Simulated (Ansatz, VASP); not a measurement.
# Ga in VASP and in Ansatz

INCAR

```
  PREC = Accurate
  ENCUT = 520
  EDIFF = 1E-7
  ISMEAR = -1
  SIGMA = 0.05
  LREAL = F
  LASPH = T
  NELM = 150
  ALGO = Fast
  ISIF = 2
  LWAVE = F
  LCHARG = F
  LNONCOLLINEAR = T
  MAGMOM = 0 0 0
  LORBIT = 11
  LSORBIT = T
  GGA_COMPAT = F
  LORBMOM = T
  GGA = PS
  NBANDS = 24
```

The input KPOINTS:

```
regular mesh
0
Gamma
  10 10 10
```

POSCAR

```
Ga
1.0
   -1.3843987196      1.3843987196      2.3112238365
    1.3843987196     -1.3843987196      2.3112238365
    1.3843987196      1.3843987196     -2.3112238365
Ga
1
Direct
    0.0000000000      0.0000000000      0.0000000000
```

input.yaml

```yaml
crystal:
  lattice:
    - [-1.3843987196, 1.3843987196, 2.3112238365]
    - [1.3843987196, -1.3843987196, 2.3112238365]
    - [1.3843987196, 1.3843987196, -2.3112238365]
  atoms:
    - { symbol: Ga, position: [0.0, 0.0, 0.0] }
hamiltonian:
  xc: pbesol
  pseudopotentials: { kind: paw_fr }
magnetization:
  noncollinear: true
  spin_orbit: true
kpoints:
  mp_grid: { grid: [10, 10, 10] }
  band_path:
    path:
      - [[0.0, 0.0, 0.0], [0.0, 0.0, 0.5], [-0.1793941871, 0.1793941871, 0.5], [-0.3396970935, 0.3396970935, 0.3396970935], [0.0, 0.0, 0.0], [0.5, 0.5, -0.5], [0.3396970935, 0.6603029065, -0.3396970935], [0.0, 0.5, 0.0], [0.25, 0.25, 0.25], [0.5, 0.5, -0.1793941871], [0.5, 0.5, -0.5]]
      - [[0.0, 0.0, 0.5], [0.25, 0.25, 0.25]]
    npoints: 14
scf:
  occupations: { method: fermi_dirac, width: 0.05 }
  n_extra_bands: 6
output:
  forces: true
  stress: true
  eigenvalues: true
  fatbands: true
```

Alike in both runs: functional PBEsol; k mesh 10 × 10 × 10; occupations fermi-dirac, width 0.05 eV; non-collinear spin, spin-orbit coupling.

|  | VASP | Ansatz |
| --- | --- | --- |
| version | VASP 6.6.1 | Ansatz 0.2.0 |
| potentials or method | VASP PAW PBE potentials, release 64 (Ga_d) | Ansatz PAW |
| plane-wave cutoff (eV) | 520 | 420 |
| valence electrons in the cell | 13 | 13 |
| task | single point | band structure |

VASP gave:

- pressure (GPa): 0.2
- traceless stress, the component that is largest in VASP (GPa): -2.39
- net moment per atom (μB): 0.00

Problem. What did Ansatz give for the same quantities?

Solution. Pressure (GPa): 0.1; traceless stress, the component that is largest in VASP (GPa): -2.38; net moment per atom (μB): 0.00.

VASP's potentials were made for PBE, not for PBEsol.
